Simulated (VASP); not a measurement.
# TaN (P-6m2) in VASP: a series of runs, part 2 of 2

VASP 6.6.1. Earlier steps stand in the parts before.

## Step 4: Single point, PBE

Input file INCAR:

```
  ALGO = Normal
  EDIFF = 1E-6
  ENCUT = 600
  GGA = PE
  GGA_COMPAT = F
  ISIF = 2
  ISMEAR = -4
  LASPH = T
  LCHARG = F
  LREAL = F
  LWAVE = F
  NBANDS = 15
  NELM = 120
  PREC = Accurate
  SIGMA = 0.15
```

Input file KPOINTS:

```
k-points
0
Gamma
  18 18 14
```

Input file POSCAR:

```
TaN
1.0
    2.9501698933      0.0000000000      0.0000000000
   -1.4750849467      2.5549220731      0.0000000000
    0.0000000000      0.0000000000      2.8978336224
Ta N
1 1
Direct
    0.3333333333      0.6666666667      0.5000000000
    0.0000000000      0.0000000000      0.0000000000
```

Potentials or basis: VASP PAW PBE potentials, release 64 (Ta_pv, N).

Launch:

```console
cat potpaw_PBE.64/Ta_pv/POTCAR potpaw_PBE.64/N/POTCAR > POTCAR
mpirun -np 1 vasp_std > vasp.out
```

OUTCAR:

```text
EDIFF = 1E-6
   ENCUT = 600
   GGA = PE
   ISIF = 2
   ISMEAR = -4
   LASPH = T
   LREAL = F
   NELM = 120
   PREC = Accurate

 ion  position               nearest neighbor table
   1  0.333  0.667  0.500-   2 2.24   2 2.24   2 2.24   2 2.24   2 2.24   2 2.24
   2  0.000  0.000  0.000-   1 2.24   1 2.24   1 2.24   1 2.24   1 2.24   1 2.24

  LATTYP: Found a hexagonal cell.
 ALAT       =     2.9501698933
 C/A-ratio  =     0.9822599129

  Lattice vectors:

[... 612 lines left out ...]
      9      10.3923      0.00000
     10      11.1201      0.00000
     11      12.5855      0.00000
     12      14.0610      0.00000
     13      16.5470      0.00000
     14      20.0522      0.00000
     15      21.4361      0.00000

 [... further k-points ...]
[... 5 lines left out ...]
  --------------------------------------------------------------------------------------
  -------------------------------------------------------------------------------------
  Total        0.0669419      0.0669419      0.0893614     -0.0000000      0.0000000      0.0000000
  in kB        4.9103242      4.9103242      6.5548444     -0.0000000      0.0000000      0.0000000
  external PRESSURE =       5.4584976 kB  Pullay stress =       0.0000000 kB

 VOLUME and BASIS-vectors are now :
 -----------------------------------------------------------------------------
  energy-cutoff  :      600.00
  volume of cell :       21.84
      direct lattice vectors                 reciprocal lattice vectors
     2.950169893  0.000000000  0.000000000     0.338963530  0.195700685  0.000000000
    -1.475084947  2.554922073  0.000000000     0.000000000  0.391401370  0.000000000
     0.000000000  0.000000000  2.897833622     0.000000000  0.000000000  0.345085374

 POSITION                                       TOTAL-FORCE (eV/Angst)
 -----------------------------------------------------------------------------------
     -0.00000      1.70328      1.44892        -0.000000      0.000000      0.000000
      0.00000      0.00000      0.00000         0.000000      0.000000      0.000000
 -----------------------------------------------------------------------------------
    total drift:                                0.000000     -0.000000     -0.000000

  FREE ENERGIE OF THE ION-ELECTRON SYSTEM (eV)
  ---------------------------------------------------
  free  energy   TOTEN  =       -22.4477747867 eV

  energy  without entropy=      -22.4477747867  energy(sigma->0) =      -22.44777479
```

OSZICAR:

```text
N       E                     dE             d eps       ncg     rms          rms(c)
DAV:   1     0.100051175698E+03    0.10005E+03   -0.95597E+03  8880   0.126E+03
DAV:   2    -0.217254960710E+02   -0.12178E+03   -0.11433E+03 10707   0.333E+02
DAV:   3    -0.249869622314E+02   -0.32615E+01   -0.32399E+01 10252   0.512E+01
DAV:   4    -0.250018157328E+02   -0.14854E-01   -0.14849E-01 11407   0.364E+00
DAV:   5    -0.250019080811E+02   -0.92348E-04   -0.92344E-04 10504   0.276E-01    0.228E+01
DAV:   6    -0.225360527009E+02    0.24659E+01   -0.40512E+00 11774   0.244E+01    0.947E+00
DAV:   7    -0.224766118164E+02    0.59441E-01   -0.60784E-01  9818   0.642E+00    0.678E+00
DAV:   8    -0.224573247030E+02    0.19287E-01   -0.17388E-01 11001   0.361E+00    0.175E+00
DAV:   9    -0.224477624393E+02    0.95623E-02   -0.19407E-02 10189   0.120E+00    0.188E-01
DAV:  10    -0.224478451990E+02   -0.82760E-04   -0.12987E-03 10833   0.393E-01    0.115E-01
DAV:  11    -0.224477756746E+02    0.69524E-04   -0.92545E-05 10511   0.103E-01    0.177E-02
DAV:  12    -0.224477748375E+02    0.83712E-06   -0.11970E-05 10203   0.304E-02    0.399E-03
DAV:  13    -0.224477747867E+02    0.50758E-07   -0.12378E-07  5189   0.370E-03
   1 F= -.22447775E+02 E0= -.22447775E+02  d E =0.000000E+00
```

stdout:

```text
POSCAR found type information on POSCAR TaN
 POSCAR found :  2 types and       2 ions
 scaLAPACK will be used
 LDA part: xc-table for (Slater+PW92), standard interpolation
 POSCAR, INCAR and KPOINTS ok, starting setup
 FFT: planning ... GRIDC
 FFT: planning ... GRID_SOFT
 FFT: planning ... GRID
 WAVECAR not read
 entering main loop
 -----------------------------------------------------------------------------
|                                                                             |
|           W    W    AA    RRRRR   N    N  II  N    N   GGGG   !!!           |
|           W    W   A  A   R    R  NN   N  II  NN   N  G    G  !!!           |
|           W    W  A    A  R    R  N N  N  II  N N  N  G       !!!           |
|           W WW W  AAAAAA  RRRRR   N  N N  II  N  N N  G  GGG   !            |
|           WW  WW  A    A  R   R   N   NN  II  N   NN  G    G                |
|           W    W  A    A  R    R  N    N  II  N    N   GGGG   !!!           |
|                                                                             |
|     Tetrahedron method does not include variations of the Fermi             |
|     occupations, so forces and stress will be inaccurate. We suggest        |
|     using a different smearing scheme ISMEAR = 1 or 2 for metals in         |
|     relaxations.                                                            |
|                                                                             |
 -----------------------------------------------------------------------------
```

Wall time 1.9 min (1 thread of Intel Xeon 8259CL, shared host); peak memory 0.25 GiB.

Results:

```
Free energy            : -22.4478 eV
Pressure               : 0.5 GPa
Band gap on the k mesh : zero (bands 8 and 9 overlap by 0.30 eV)
```

Levels at points of the mesh, in eV from the Fermi level:
```tsv
k point	band 4	band 5	band 6	band 7	band 8	band 9	band 10	band 11	band 12	band 13
(0.00, 0.00, 0.00)	-17.67	-4.49	-4.49	-4.14	-2.91	2.13	3.52	3.52	3.93	3.93
(0.50, 0.00, 0.00)	-15.43	-8.20	-5.12	-3.42	-3.15	2.97	3.96	5.15	5.21	7.31
(0.00, 0.00, 0.50)	-15.10	-9.26	-3.69	-3.69	-0.08	-0.08	2.36	3.31	3.31	8.10
(0.50, 0.00, 0.50)	-15.71	-7.24	-6.13	-5.59	-0.39	4.07	5.26	5.92	6.96	10.01
```

Caveat: spin-orbit coupling is left out, which moves the levels of the heavy elements.

## Step 5: Relaxation of cell and atoms, PBE

Input file INCAR:

```
SYSTEM = TaN
  ALGO = Normal
  EDIFF = 1E-7
  EDIFFG = -0.001
  ENCUT = 600
  GGA = PE
  GGA_COMPAT = .FALSE.
  IBRION = 2
  ISIF = 3
  ISMEAR = -4
  LASPH = .TRUE.
  LCHARG = .FALSE.
  LREAL = .FALSE.
  LWAVE = .FALSE.
  NELM = 120
  NELMIN = 4
  NSW = 80
  PREC = Accurate
  SIGMA = 0.15
```

Input file KPOINTS:

```
k-points
0
G
  18 18 14
  0 0 0
```

Input file POSCAR:

```
TaN
1.0
    2.9501846798      0.0000000000      0.0000000000
   -1.4750923399      2.5549348785      0.0000000000
    0.0000000000      0.0000000000      2.8977716016
Ta N
1 1
Direct
    0.3333333333      0.6666666667      0.5000000000
    0.0000000000      0.0000000000      0.0000000000
```

Launch:

```console
cat potpaw_PBE.64/Ta_pv/POTCAR potpaw_PBE.64/N/POTCAR > POTCAR
mpirun -np 1 vasp_std > vasp.out
```

Wall time 2.9 min (1 thread of Intel Xeon 8259CL, shared host); peak memory 0.25 GiB.

The run converged. Its results:

```
Free energy                           : -22.4478 eV
Relaxed volume                        : 10.94 Å³/atom
Relaxed cell                          : a = 2.952 Å, b = 2.952 Å, c = 2.900 Å, α = 90.00°, β = 90.00°, γ = 120.00°
Space group after relaxing (to 0.1 Å) : P-6m2 (No. 187)
Energy gained by relaxing             : 0.0 meV/atom
Ionic steps                           : 3
Pressure after relaxing               : 0.0 GPa
Band gap on the k mesh                : zero (bands 8 and 9 overlap by 0.29 eV)
```

Final structure:
```
Ta N
1.0
     2.95159    0.00000    0.00000
    -1.47579    2.55615    0.00000
     0.00000    0.00000    2.89965
Ta N
1 1
Direct
  0.33333 0.66667 0.50000
  0.00000 0.00000 0.00000
```

Levels at points of the mesh, in eV from the Fermi level:
| k point | band 5 | band 6 | band 7 | band 8 | band 9 | band 10 | band 11 | band 12 |
| --- | --- | --- | --- | --- | --- | --- | --- | --- |
| (0.00, 0.00, 0.00) | -4.48 | -4.48 | -4.14 | -2.91 | 2.12 | 3.52 | 3.52 | 3.92 |
| (0.50, 0.00, 0.00) | -8.19 | -5.12 | -3.41 | -3.14 | 2.96 | 3.95 | 5.14 | 5.20 |
| (0.00, 0.00, 0.50) | -9.25 | -3.68 | -3.68 | -0.08 | -0.08 | 2.35 | 3.30 | 3.30 |
| (0.50, 0.00, 0.50) | -7.23 | -6.12 | -5.58 | -0.39 | 4.06 | 5.25 | 5.90 | 6.95 |

Caveat: spin-orbit coupling is left out, which moves the levels of the heavy elements.

## Step 6: Single point, PBE, non-collinear spin, zero start, spin-orbit coupling

Input file INCAR:

```
SYSTEM = TaN
ALGO     = Normal         ! electronic algorithm
EDIFF    = 1E-6           ! SCF threshold, eV
ENCUT    = 600            ! plane-wave cutoff, eV
GGA      = PE             ! functional
GGA_COMPAT= .FALSE.      
ISIF     = 2              ! what is computed and relaxed
ISMEAR   = 0              ! smearing method
LASPH    = .TRUE.         ! aspherical terms in the spheres
LCHARG   = .TRUE.         ! write CHGCAR
LMAXMIX  = 4              ! l up to which the mixer works
LNONCOLLINEAR= .TRUE.         ! non-collinear magnetism
LORBIT   = 11             ! projections on sites
LORBMOM  = .TRUE.       
LREAL    = .FALSE.        ! projectors in reciprocal space
LSORBIT  = .TRUE.         ! spin-orbit coupling
LVHAR    = .TRUE.       
LWAVE    = .FALSE.        ! write WAVECAR
MAGMOM   = 0 0 0 0 0 0    ! initial moments
NBANDS   = 30             ! bands
NELM     = 200            ! most SCF steps
PREC     = Accurate       ! precision mode
SIGMA    = 0.1            ! smearing width, eV
```

KPOINTS is that of step 5.

Input file POSCAR:

```
TaN
1.0
    2.9501846799      0.0000000000      0.0000000000
   -1.4750923399      2.5549348786      0.0000000000
    0.0000000000      0.0000000000      2.8977716016
Ta N
1 1
Direct
    0.3333333333      0.6666666667      0.5000000000
    0.0000000000      0.0000000000      0.0000000000
```

Potentials or basis: VASP PAW PBE potentials, release 64 (Ta_sv_GW, N).

Launch:

```console
cat potpaw_PBE.64/Ta_sv_GW/POTCAR potpaw_PBE.64/N/POTCAR > POTCAR
mpirun -np 1 vasp_ncl > vasp.out
```

OUTCAR:

```text
SYSTEM = TaN
   EDIFF = 1E-6
   ENCUT = 600
   GGA = PE
   ISIF = 2
   ISMEAR = 0
   LASPH = .TRUE.
   LNONCOLLINEAR = .TRUE.
   LORBIT = 11
   LREAL = .FALSE.
   LSORBIT = .TRUE.
   NELM = 200
   PREC = Accurate

 ion  position               nearest neighbor table
   1  0.333  0.667  0.500-   2 2.24   2 2.24   2 2.24   2 2.24   2 2.24   2 2.24
   2  0.000  0.000  0.000-   1 2.24   1 2.24   1 2.24   1 2.24   1 2.24   1 2.24

  LATTYP: Found a hexagonal cell.
 ALAT       =     2.9501846799
 C/A-ratio  =     0.9822339670

  Lattice vectors:

 A1 = (   2.9501846799,   0.0000000000,   0.0000000000)
 A2 = (  -1.4750923399,   2.5549348786,   0.0000000000)
 A3 = (   0.0000000000,   0.0000000000,   2.8977716016)

Analysis of symmetry for initial positions (statically):
=====================================================================
 Subroutine PRICEL returns:
 Original cell was already a primitive cell.

 Routine SETGRP: Setting up the symmetry group for a
 hexagonal supercell.

 Subroutine GETGRP returns: Found 12 space group operations
 (whereof 12 operations were pure point group operations)
 out of a pool of 24 trial point group operations.

The static configuration has the point symmetry D_3h.

Analysis of symmetry for dynamics (positions and initial velocities):
=====================================================================
 Subroutine PRICEL returns:
 Original cell was already a primitive cell.

 Routine SETGRP: Setting up the symmetry group for a
 hexagonal supercell.

 Subroutine GETGRP returns: Found 12 space group operations
 (whereof 12 operations were pure point group operations)
 out of a pool of 24 trial point group operations.

The dynamic configuration has the point symmetry D_3h.

Analysis of structural, dynamic, and magnetic symmetry:
=====================================================================
 Subroutine PRICEL returns:
 Original cell was already a primitive cell.

 Routine SETGRP: Setting up the symmetry group for a
 hexagonal supercell.

 Subroutine GETGRP returns: Found 12 space group operations
 (whereof 12 operations were pure point group operations)
 out of a pool of 24 trial point group operations.

The overall configuration has the point symmetry D_3h.

 Subroutine INISYM returns: Found 12 space group operations
 (whereof 12 operations are pure point group operations),
 and found     1 'primitive' translations

----------------------------------------------------------------------------------------

                                     Primitive cell

  volume of cell :      21.8420

  direct lattice vectors                    reciprocal lattice vectors
[... 936 lines left out ...]
     29      25.2943      0.00000
     30      25.3236      0.00000

 [... further k-points ...]
[... 5 lines left out ...]
  --------------------------------------------------------------------------------------
  -------------------------------------------------------------------------------------
  Total        0.0084142      0.0084142     -0.0005591      0.0000000     -0.0000000      0.0000000
  in kB        0.6172070      0.6172070     -0.0410096      0.0000000     -0.0000000      0.0000000
  external PRESSURE =       0.3978015 kB  Pullay stress =       0.0000000 kB

 VOLUME and BASIS-vectors are now :
 -----------------------------------------------------------------------------
  energy-cutoff  :      600.00
  volume of cell :       21.84
      direct lattice vectors                 reciprocal lattice vectors
     2.950184680  0.000000000  0.000000000     0.338961831  0.195699704  0.000000000
    -1.475092340  2.554934879  0.000000000     0.000000000  0.391399408  0.000000000
     0.000000000  0.000000000  2.897771602     0.000000000  0.000000000  0.345092760

 POSITION                                       TOTAL-FORCE (eV/Angst)
 -----------------------------------------------------------------------------------
     -0.00000      1.70329      1.44889         0.000000      0.000000      0.000000
      0.00000      0.00000      0.00000        -0.000000     -0.000000      0.000000
 -----------------------------------------------------------------------------------
    total drift:                                0.000001     -0.000000      0.000000

  FREE ENERGIE OF THE ION-ELECTRON SYSTEM (eV)
  ---------------------------------------------------
  free  energy   TOTEN  =       -26.3596907589 eV

  energy  without entropy=      -26.3594849203  energy(sigma->0) =      -26.35958784

 orbital moment (x)

 # of ion     p       d       f       tot
 ------------------------------------------------
  1         0.000  -0.000   0.000   0.000
  2        -0.000   0.000   0.000  -0.000
 ------------------------------------------------
           -0.000  -0.000   0.000  -0.000

 orbital moment (y)

 # of ion     p       d       f       tot
 ------------------------------------------------
  1        -0.000  -0.000   0.000  -0.000
  2         0.000   0.000   0.000   0.000
 ------------------------------------------------
            0.000  -0.000   0.000  -0.000

 orbital moment (z)

 # of ion     p       d       f       tot
 ------------------------------------------------
  1         0.000   0.000   0.000   0.000
  2         0.000   0.000   0.000   0.000
 ------------------------------------------------
            0.000   0.000   0.000   0.000

 Spin-Orbit-Coupling matrix elements

 Ion:    1  E_soc:     -2.7883046
 l=   1
     0.0000000    -0.4462009    -0.4496153
    -0.4462009     0.0000000    -0.4462009
    -0.4496153    -0.4462009     0.0000000
 l=   2
     0.0000000    -0.0031217     0.0000000    -0.0031217    -0.0190569
    -0.0031217     0.0000000    -0.0093712    -0.0018948    -0.0031217
     0.0000000    -0.0093712     0.0000000    -0.0093712     0.0000000
    -0.0031217    -0.0018948    -0.0093712     0.0000000    -0.0031217
    -0.0190569    -0.0031217     0.0000000    -0.0031217     0.0000000
 l=   3
     0.0000000     0.0000005     0.0000000     0.0000000     0.0000000     0.0000005     0.0000319
     0.0000005     0.0000000    -0.0000036     0.0000000    -0.0000036    -0.0000040     0.0000023
     0.0000000    -0.0000036     0.0000000     0.0000109     0.0000045    -0.0000036     0.0000000
     0.0000000     0.0000000     0.0000109     0.0000000     0.0000109     0.0000000     0.0000000
     0.0000000    -0.0000036     0.0000045     0.0000109     0.0000000    -0.0000036     0.0000000
     0.0000005    -0.0000040    -0.0000036     0.0000000    -0.0000036     0.0000000     0.0000023
     0.0000319     0.0000023     0.0000000     0.0000000     0.0000000     0.0000023     0.0000000

 Ion:    2  E_soc:     -0.0005057
 l=   1
     0.0000000    -0.0000858    -0.0000813
    -0.0000858     0.0000000    -0.0000858
    -0.0000813    -0.0000858     0.0000000
 l=   2
     0.0000000     0.0000000     0.0000000     0.0000000     0.0000000
     0.0000000     0.0000000     0.0000000     0.0000000     0.0000000
     0.0000000     0.0000000     0.0000000     0.0000000     0.0000000
     0.0000000     0.0000000     0.0000000     0.0000000     0.0000000
     0.0000000     0.0000000     0.0000000     0.0000000     0.0000000
 l=   3
     0.0000000     0.0000000     0.0000000     0.0000000     0.0000000     0.0000000     0.0000000
     0.0000000     0.0000000     0.0000000     0.0000000     0.0000000     0.0000000     0.0000000
     0.0000000     0.0000000     0.0000000     0.0000000     0.0000000     0.0000000     0.0000000
     0.0000000     0.0000000     0.0000000     0.0000000     0.0000000     0.0000000     0.0000000
     0.0000000     0.0000000     0.0000000     0.0000000     0.0000000     0.0000000     0.0000000
     0.0000000     0.0000000     0.0000000     0.0000000     0.0000000     0.0000000     0.0000000
     0.0000000     0.0000000     0.0000000     0.0000000     0.0000000     0.0000000     0.0000000

 total charge

# of ion       s       p       d       f       tot
--------------------------------------------------
    1        3.116   6.058   2.361   0.097  11.633
    2        1.226   2.486   0.000   0.000   3.712
--------------------------------------------------
tot          4.342   8.544   2.361   0.097  15.345

 magnetization (x)

# of ion       s       p       d       f       tot
--------------------------------------------------
    1       -0.000   0.000   0.000   0.000  -0.000
    2        0.000  -0.000   0.000   0.000  -0.000
--------------------------------------------------
tot          0.000  -0.000   0.000   0.000  -0.000

 magnetization (y)

# of ion       s       p       d       f       tot
--------------------------------------------------
    1        0.000   0.000   0.000  -0.000   0.000
    2       -0.000   0.000   0.000   0.000  -0.000
--------------------------------------------------
tot          0.000   0.000   0.000  -0.000   0.000

 magnetization (z)

# of ion       s       p       d       f       tot
--------------------------------------------------
    1        0.000   0.000   0.000   0.000   0.000
    2        0.000   0.000   0.000   0.000   0.000
--------------------------------------------------
tot          0.000   0.000   0.000   0.000   0.000
```

It took 4.5 min on 1 thread of Intel Xeon 6975P-C (Granite Rapids), shared host; peak memory 0.67 GiB.

What came out:

* Free energy: -26.3597 eV
* Pressure: 0.0 GPa
* Net moment: 0.00 μB per cell
* Valence electrons inside the program's atomic spheres: Ta 11.63; N 3.71

Moments on the atoms (μB; x, y, z):
```
Ta  0.00 0.00 0.00
N   0.00 0.00 0.00
```

## Step 7: Overview

| task | level | potentials or basis | spin | cell | cutoff (eV) | smearing | gap on the mesh (eV) | pressure (GPa) |
| --- | --- | --- | --- | --- | --- | --- | --- | --- |
| single point | r2SCAN | VASP PAW PBE potentials, release 64 (Ta_sv_GW, N) | off | a = 2.950, b = 2.950, c = 2.898 Å, angles 90.0, 90.0, 120.0°, 2 atoms | 660 | gaussian 0.1 eV | none | -5.0 |
| single point | PBE+D3(BJ) | VASP PAW PBE potentials, release 64 (Ta_pv, N) | off | a = 2.872, b = 2.872, c = 2.834 Å, angles 90.0, 90.0, 120.0°, 2 atoms | 600 | fermi-dirac 0.15 eV | none | 22.8 |
| single point | PBE | VASP PAW PBE potentials, release 64 (Ta_pv, N) | off | a = 2.950, b = 2.950, c = 2.898 Å, angles 90.0, 90.0, 120.0°, 2 atoms | 600 | tetrahedron | none | 0.5 |
| relaxation of cell and atoms | PBE | VASP PAW PBE potentials, release 64 (Ta_pv, N) | off | relaxed from a = 2.950, b = 2.950, c = 2.898 Å, angles 90.0, 90.0, 120.0°, 2 atoms | 600 | tetrahedron | none | 0.0 |
| single point | PBE | VASP PAW PBE potentials, release 64 (Ta_sv_GW, N) | non-collinear, zero start, SOC | a = 2.950, b = 2.950, c = 2.898 Å, angles 90.0, 90.0, 120.0°, 2 atoms | 600 | gaussian 0.1 eV | - | 0.0 |

Alike in all rows: k mesh 18 × 18 × 14.

Caveats: spin-orbit coupling is left out, which moves the levels of the heavy elements (at least some runs); the cell stands under tension (at least some runs); the PAW data sets were made with another functional, which shifts forces and pressure a little (at least some runs); three body term missing (at least some runs); the cell stands under pressure (at least some runs).

Total energies depend on the potentials used, so only differences within one code and one set of settings carry meaning.
